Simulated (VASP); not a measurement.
# HgTe (Fm-3m) in VASP: notebook

The runs below take HgTe through single point, with PBE, LDA.

All numbers are computed with VASP 6.6.1; they aren't measurements. Logs are shortened: lines on timing, memory, paths and dates and some standing lists are left out, and cuts for length are marked.

## (1) The cell of the first run

The structure is cubic, space group Fm-3m (No. 225). Conventional cell: a = 6.230 Å, b = 6.230 Å, c = 6.230 Å, α = 90.00°, β = 90.00°, γ = 90.00°. Hg (site symmetry m-3m) has 6 Te at 3.12 Å within 4.1 Å. Within 4.1 Å of Te (site symmetry m-3m) lie 6 Hg at 3.12 Å.

## (2) Single point, PBE

File INCAR:

```
PREC = Accurate ; ENCUT = 500
EDIFF = 1E-6 ; ISMEAR = 0
SIGMA = 0.05 ; LREAL = False
LASPH = True ; NELM = 120
ALGO = Normal ; ISIF = 2
LWAVE = False ; LCHARG = False
GGA = PE ; NBANDS = 16
GGA_COMPAT = False
```

File KPOINTS:

```
Automatic mesh
0
Gamma
  8 8 8
```

File POSCAR:

```
HgTe
1.0
    0.0000000000      3.1150838257      3.1150838257
    3.1150838257      0.0000000000      3.1150838257
    3.1150838257      3.1150838257      0.0000000000
Hg Te
1 1
Direct
    0.0000000000      0.0000000000      0.0000000000
    0.5000000000      0.5000000000      0.5000000000
```

Potentials or basis: VASP PAW PBE potentials, release 64 (Hg, Te).

On the command line:

```bash
$ cat potpaw_PBE.64/Hg/POTCAR potpaw_PBE.64/Te/POTCAR > POTCAR
$ mpirun -np 1 vasp_std > vasp.out
```

OUTCAR:

```text
PREC = Accurate
   ENCUT = 500
   EDIFF = 1E-6
   ISMEAR = 0
   LREAL = False
   LASPH = True
   NELM = 120
   ISIF = 2
   GGA = PE

 ion  position               nearest neighbor table
   1  0.000  0.000  0.000-   2 3.12   2 3.12   2 3.12   2 3.12   2 3.12   2 3.12
   2  0.500  0.500  0.500-   1 3.12   1 3.12   1 3.12   1 3.12   1 3.12   1 3.12

  LATTYP: Found a face centered cubic cell.
 ALAT       =     6.2301676514

  Lattice vectors:

 A1 = (   0.0000000000,   3.1150838257,   3.1150838257)
 A2 = (   3.1150838257,   0.0000000000,   3.1150838257)
 A3 = (   3.1150838257,   3.1150838257,   0.0000000000)

Analysis of symmetry for initial positions (statically):
=====================================================================
 Subroutine PRICEL returns:
 Original cell was already a primitive cell.

 Routine SETGRP: Setting up the symmetry group for a
 face centered cubic supercell.

 Subroutine GETGRP returns: Found 48 space group operations
 (whereof 48 operations were pure point group operations)
 out of a pool of 48 trial point group operations.

The static configuration has the point symmetry O_h .

Analysis of symmetry for dynamics (positions and initial velocities):
=====================================================================
 Subroutine PRICEL returns:
 Original cell was already a primitive cell.

 Routine SETGRP: Setting up the symmetry group for a
 face centered cubic supercell.

 Subroutine GETGRP returns: Found 48 space group operations
 (whereof 48 operations were pure point group operations)
 out of a pool of 48 trial point group operations.

The dynamic configuration has the point symmetry O_h .

 Subroutine INISYM returns: Found 48 space group operations
 (whereof 48 operations are pure point group operations),
 and found     1 'primitive' translations

----------------------------------------------------------------------------------------

                                     Primitive cell

  volume of cell :      60.4560

  direct lattice vectors                    reciprocal lattice vectors
     0.000000000  3.115083826  3.115083826    -0.160509324  0.160509324  0.160509324
     3.115083826  0.000000000  3.115083826     0.160509324 -0.160509324  0.160509324
     3.115083826  3.115083826  0.000000000     0.160509324  0.160509324 -0.160509324

  length of vectors
     4.405393794  4.405393794  4.405393794     0.278010305  0.278010305  0.278010305

  position of ions in fractional coordinates (direct lattice)
     0.000000000  0.000000000  0.000000000
     0.500000000  0.500000000  0.500000000

  ion indices of the primitive-cell ions
   primitive index   ion index
                 1           1
                 2           2

----------------------------------------------------------------------------------------

 KPOINTS: Automatic mesh

Automatic generation of k-mesh.
 Grid dimensions read from file:
 generate k-points for:    8    8    8

 Generating k-lattice:

  Cartesian coordinates                     Fractional coordinates (reciprocal lattice)
    -0.020063666  0.020063666  0.020063666     0.125000000  0.000000000  0.000000000
     0.020063666 -0.020063666  0.020063666     0.000000000  0.125000000  0.000000000
     0.020063666  0.020063666 -0.020063666     0.000000000  0.000000000  0.125000000

  Length of vectors
     0.034751288  0.034751288  0.034751288

  Shift w.r.t. Gamma in fractional coordinates (k-lattice)
     0.000000000  0.000000000  0.000000000

 Subroutine IBZKPT returns following result:
 ===========================================

 Found     29 irreducible k-points:

 Following reciprocal coordinates:
            Coordinates               Weight
  0.000000  0.000000  0.000000      1.000000
  0.125000  0.000000  0.000000      8.000000
  0.250000  0.000000  0.000000      8.000000
  0.375000  0.000000  0.000000      8.000000
  0.500000  0.000000  0.000000      4.000000
  0.125000  0.125000  0.000000      6.000000
[... 16 lines left out ...]
  0.500000  0.250000  0.125000     48.000000
 -0.375000  0.250000  0.125000     24.000000
 [... further k-points ...]
   k-points           NKPTS =     29   k-points in BZ     NKDIM =     29   number of bands    NBANDS=     16
   number of dos      NEDOS =    301   number of ions     NIONS =      2
   total plane-waves  NPLWV =  32768
   dimension x,y,z NGX =    32 NGY =   32 NGZ =   32
   dimension x,y,z NGXF=    64 NGYF=   64 NGZF=   64
   ions per type =               1   1
   NGX,Y,Z   is equivalent  to a cutoff of  12.08, 12.08, 12.08 a.u.
   NGXF,Y,Z  is equivalent  to a cutoff of  24.15, 24.15, 24.15 a.u.
 SYSTEM =  unknown system
   PREC   = accura    normal or accurate (medium, high low for compatibility)
   ISTART =      0    job   : 0-new  1-cont  2-samecut
   ICHARG =      2    charge: 1-file 2-atom 10-const
   ISPIN  =      1    spin polarized calculation?
   LNONCOLLINEAR =      F non collinear calculations
   LSORBIT =      F    spin-orbit coupling
   LASPH  =      T    aspherical Exc in radial PAW
   ENCUT  =  500.0 eV  36.75 Ry    6.06 a.u.   8.03  8.03  8.03*2*pi/ulx,y,z
   NELM   =    120;   NELMIN=  2; NELMDL= -5     # of ELM steps
   EDIFF  = 0.1E-05   stopping-criterion for ELM
   LREAL  =      F    real-space projection
   EDIFFG = 0.1E-04   stopping-criterion for IOM
   NSW    =      0    number of steps for IOM
   IBRION =     -1    ionic relax: 0-MD 1-quasi-New 2-CG
   NFREE  =      0    steps in history (QN), initial steepest desc. (CG)
   ISIF   =      2    stress and relaxation
   ISYM   =      2    0-nonsym 1-usesym 2-fastsym
   POTIM  = 0.5000    time-step for ionic-motion
   TEBEG  =    0.0;   TEEND  =   0.0 temperature during run
   PSTRESS=    0.0 pullay stress
   NELECT =      18.0000    total number of electrons
   NUPDOWN=      -1.0000    fix difference up-down
   EMIN   =  10.00;   EMAX   =-10.00  energy-range for DOS
   EFERMI =   0.00;   METHOD = LEGACY
   ISMEAR =     0;   SIGMA  =   0.05  broadening in eV -4-tet -1-fermi 0-gaus
   EFERMI_NEDOS =   21; number of points for ismear=-14 and -15
   IALGO  =     38    algorithm
   IMIX   =      4    mixing-type and parameters
     AMIX     =   0.40;   BMIX     =  1.00
     AMIX_MAG =   1.60;   BMIX_MAG =  1.00
  volume/ion in A,a.u.               =      30.23       203.99
  Fermi-wavevector in a.u.,A,eV,Ry     =   1.093166  2.065783 16.259110  1.195011
  Thomas-Fermi vector in A             =   2.229445
   LORBIT       =      0    0 simple, 1 ext, 2 COOP (PROOUT), +10 PAW based schemes
   GGA     = PE    functional components
   LHFCALC =     F    Hartree Fock is set to
   AEXX    =    0.0000 exact exchange contribution
   IVDW    =     0    specifies the selected vdW correction
   LEPSILON=     F    determine dielectric tensor
   LRPA    =     F    only Hartree local field effects (RPA)
 non-spin polarized calculation
 Gauss-broadening in eV      SIGMA  =   0.05
  energy-cutoff  :      500.00
  volume of cell :       60.46
 maximum number of plane-waves:      1572
   NGX = 17   NGY = 17   NGZ = 17

 number of electron      17.9999997 magnetization

 Free energy of the ion-electron system (eV)
  ---------------------------------------------------
  ext. energy  EPLUGINS =         0.00000000
  ---------------------------------------------------
  free energy    TOTEN  =        -3.32553011 eV

  energy without entropy =       -3.32175730  energy(sigma->0) =       -3.32364370

 E-fermi :   3.7803     XC(G=0):  -9.5710

 val. band max:        3.7742056389   @ k =   0.3750   0.0000   0.0000
 cond. band min:       3.7921825936   @ k =   0.3750   0.2500   0.0000
 fundamental gap:      0.0179769547
 Fermi energy:         3.7803398540

 k-point     1 :       0.0000    0.0000    0.0000
  band No.  band energies     occupation
      1      -7.9040      2.00000
      2      -2.7754      2.00000
      3      -2.7754      2.00000
      4      -2.7211      2.00000
      5      -2.7211      2.00000
      6      -2.7211      2.00000
[... 8 lines left out ...]
     15      11.3280      0.00000
     16      11.3280      0.00000

 k-point     2 :       0.1250    0.0000    0.0000
  band No.  band energies     occupation
      1      -7.7853      2.00000
      2      -2.8170      2.00000
      3      -2.8170      2.00000
      4      -2.7348      2.00000
      5      -2.7042      2.00000
      6      -2.7042      2.00000
[... 8 lines left out ...]
     15      11.7331      0.00000
     16      11.7331      0.00000

 k-point     3 :       0.2500    0.0000    0.0000
  band No.  band energies     occupation
      1      -7.4625      2.00000
      2      -2.9206      2.00000
      3      -2.9206      2.00000
      4      -2.7937      2.00000
      5      -2.6550      2.00000
      6      -2.6550      2.00000
[... 8 lines left out ...]
     15      12.4698      0.00000
     16      12.4698      0.00000

 k-point     4 :       0.3750    0.0000    0.0000
  band No.  band energies     occupation
      1      -7.0639      2.00000
      2      -3.0200      2.00000
      3      -3.0200      2.00000
      4      -2.9432      2.00000
      5      -2.6035      2.00000
      6      -2.6035      2.00000
[... 8 lines left out ...]
     15      13.5926      0.00000
     16      13.5926      0.00000
[... 324 lines left out ...]
 k-point    22 :       0.3750    0.2500    0.1250
  band No.  band energies     occupation
      1      -7.2687      2.00000
      2      -2.9987      2.00000
      3      -2.8666      2.00000
      4      -2.7706      2.00000
      5      -2.6384      2.00000
      6      -2.6011      2.00000
[... 8 lines left out ...]
     15      13.9228      0.00000
     16      14.5352      0.00000

 k-point    23 :       0.5000    0.2500    0.1250
  band No.  band energies     occupation
      1      -6.9950      2.00000
      2      -2.9642      2.00000
      3      -2.9417      2.00000
      4      -2.7812      2.00000
      5      -2.5948      2.00000
      6      -2.5509      2.00000
[... 8 lines left out ...]
     15      14.2075      0.00000
     16      14.9184      0.00000

 k-point    24 :      -0.3750    0.2500    0.1250
  band No.  band energies     occupation
      1      -6.8697      2.00000
      2      -3.0087      2.00000
      3      -2.8578      2.00000
      4      -2.8112      2.00000
      5      -2.5674      2.00000
      6      -2.5337      2.00000
[... 8 lines left out ...]
     15      13.1889      0.00000
     16      15.4539      0.00000

 [... further k-points ...]

------------------------ aborting loop because EDIFF is reached ----------------------------------------

  FORCE on cell =-STRESS in cart. coord.  units (eV):
  Direction    XX          YY          ZZ          XY          YZ          ZX
  --------------------------------------------------------------------------------------
  -------------------------------------------------------------------------------------
  Total       -0.6268058     -0.6268058     -0.6268058      0.0000000      0.0000000      0.0000000
  in kB      -16.6113280    -16.6113280    -16.6113280      0.0000000      0.0000000      0.0000000
  external PRESSURE =     -16.6113280 kB  Pullay stress =       0.0000000 kB

 VOLUME and BASIS-vectors are now :
 -----------------------------------------------------------------------------
  energy-cutoff  :      500.00
  volume of cell :       60.46
      direct lattice vectors                 reciprocal lattice vectors
     0.000000000  3.115083826  3.115083826    -0.160509324  0.160509324  0.160509324
     3.115083826  0.000000000  3.115083826     0.160509324 -0.160509324  0.160509324
     3.115083826  3.115083826  0.000000000     0.160509324  0.160509324 -0.160509324

 POSITION                                       TOTAL-FORCE (eV/Angst)
 -----------------------------------------------------------------------------------
      0.00000      0.00000      0.00000         0.000000      0.000000      0.000000
      3.11508      3.11508      3.11508        -0.000000     -0.000000     -0.000000
 -----------------------------------------------------------------------------------
    total drift:                                0.000000     -0.000000     -0.000000

  FREE ENERGIE OF THE ION-ELECTRON SYSTEM (eV)
  ---------------------------------------------------
  free  energy   TOTEN  =        -3.3255301084 eV

  energy  without entropy=       -3.3217572977  energy(sigma->0) =       -3.32364370
```

Wall time 25 s (1 thread of Intel Xeon 8259CL, shared host); peak memory 0.19 GiB.

Results:

| Item | Value |
| --- | --- |
| Free energy | -3.3255 eV |
| Pressure | -1.7 GPa |
| Band gap on the k mesh | zero (bands 9 and 10 overlap by 2.23 eV) |

Caveat: spin-orbit coupling is left out, which moves the levels of the heavy elements.

## (3) Single point, LDA

This run uses another cell than the first one, of 32.16 Å³/atom.

File INCAR:

```
SYSTEM = HgTe
PREC = Accurate ; ENCUT = 500
EDIFF = 1E-6 ; ISMEAR = 0
SIGMA = 0.05 ; LREAL = .FALSE.
LASPH = .TRUE. ; NELM = 120
ALGO = Normal ; ISIF = 2
LWAVE = .FALSE. ; LCHARG = .FALSE.
NBANDS = 16 ; GGA_COMPAT = .FALSE.
```

File KPOINTS:

```
regular mesh
0
G
  8 8 8
  0 0 0
```

File POSCAR:

```
HgTe
1.0
    0.0000000000      3.1800000000      3.1800000000
    3.1800000000      0.0000000000      3.1800000000
    3.1800000000      3.1800000000      0.0000000000
Hg Te
1 1
Direct
    0.0000000000      0.0000000000      0.0000000000
    0.5000000000      0.5000000000      0.5000000000
```

Potentials or basis: VASP PAW LDA potentials, release 64 (Hg, Te).

On the command line:

```bash
$ cat potpaw_LDA.64/Hg/POTCAR potpaw_LDA.64/Te/POTCAR > POTCAR
$ mpirun -np 1 vasp_std > vasp.out
```

It took 42 s on 1 thread of Intel Xeon 8259CL, shared host; peak memory 0.18 GiB.

The run converged. Its results:

```yaml
Free_energy: -4.5710 eV
Pressure: -7.6 GPa
Band_gap_on_the_k_mesh: zero (bands 9 and 10 overlap by 1.99 eV)
```

Levels at points of the mesh, in eV from the Fermi level:
| k point | band 7 | band 8 | band 9 | band 10 | band 11 | band 12 |
| --- | --- | --- | --- | --- | --- | --- |
| (0.00, 0.00, 0.00) | -1.55 | -0.59 | -0.59 | -0.59 | 7.31 | 7.31 |
| (0.50, 0.00, 0.00) | -5.05 | 0.12 | 0.12 | 2.61 | 2.96 | 4.00 |
| (0.50, 0.50, 0.00) | -3.56 | -2.68 | -1.87 | -1.87 | 4.92 | 8.32 |

Caveat: the cell stands under tension; spin-orbit coupling is left out, which moves the levels of the heavy elements.
